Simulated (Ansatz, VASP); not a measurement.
# SiNi in VASP and in Ansatz

```
Si Ni
1.0
     5.04771    0.00000    0.00000
     0.00000    3.33061    0.00000
     0.00000    0.00000    5.48169
Si Ni
4 4
Direct
  0.32031 0.75000 0.08672
  0.17969 0.25000 0.58672
  0.82031 0.75000 0.41328
  0.67969 0.25000 0.91328
  0.00911 0.25000 0.18772
  0.49089 0.75000 0.68772
  0.50911 0.25000 0.31228
  0.99089 0.75000 0.81228
```

Alike in both runs: functional LDA; k mesh 8 × 10 × 6; occupations gaussian, width 0.05 eV; no spin polarisation.

Ansatz relaxed the structure, and its values are those at the end. VASP's run is a single point on that final structure, the one shown.

|  | VASP | Ansatz |
| --- | --- | --- |
| version | VASP 6.6.1 | Ansatz 0.2.0 |
| potentials or method | VASP PAW LDA potentials, release 64 (Si, Ni) | scalar-relativistic, plane waves, PAW |
| plane-wave cutoff (eV) | 520 | 420 |
| valence electrons in the cell | 56 | 88 |

|  | VASP | Ansatz | Ansatz less VASP |
| --- | --- | --- | --- |
| gap on the k mesh at the Fermi level (eV) | none | none | - |
| pressure (GPa) | 0.3 | 0.0 | -0.32 |
| rms of the force components (eV/Å) | 0.007 | 0.003 | -0.0036 |

LDA's correlation is that of Perdew and Zunger in VASP and of Perdew and Wang (1992) in Ansatz. A gap of «none» marks a metal or a gap that the smearing closes. VASP's potentials hold 56 valence electrons a cell and Ansatz's 88, so a difference there can come from the potentials and not from the codes.
